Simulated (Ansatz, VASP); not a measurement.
**SnTe in VASP and in Ansatz**

```
CELL_PARAMETERS angstrom
0.00000 3.57280 3.57280
3.57280 0.00000 3.57280
3.57280 3.57280 0.00000
ATOMIC_POSITIONS crystal
Sn 0.00000 0.00000 0.00000
Te 0.25000 0.25000 0.25000
```

Alike in both runs: task single point; functional PBE; k mesh 6 × 6 × 6; occupations fermi-dirac, width 0.02 eV; no spin polarisation.

|  | VASP | Ansatz |
| --- | --- | --- |
| version | VASP 6.6.1 | Ansatz 0.2.0 |
| potentials or method | VASP PAW PBE potentials, release 64 (Sn_d, Te) | plane waves, PAW |
| plane-wave cutoff (eV) | 520 | 420 |
| valence electrons in the cell | 20 | 30 |

```csv
,VASP,Ansatz,Ansatz less VASP
pressure (GPa),0.8,0.8,+0.01
```

VASP's potentials hold 20 valence electrons a cell and Ansatz's 30, so a difference there can come from the potentials and not from the codes.

Spin-orbit coupling is off throughout.
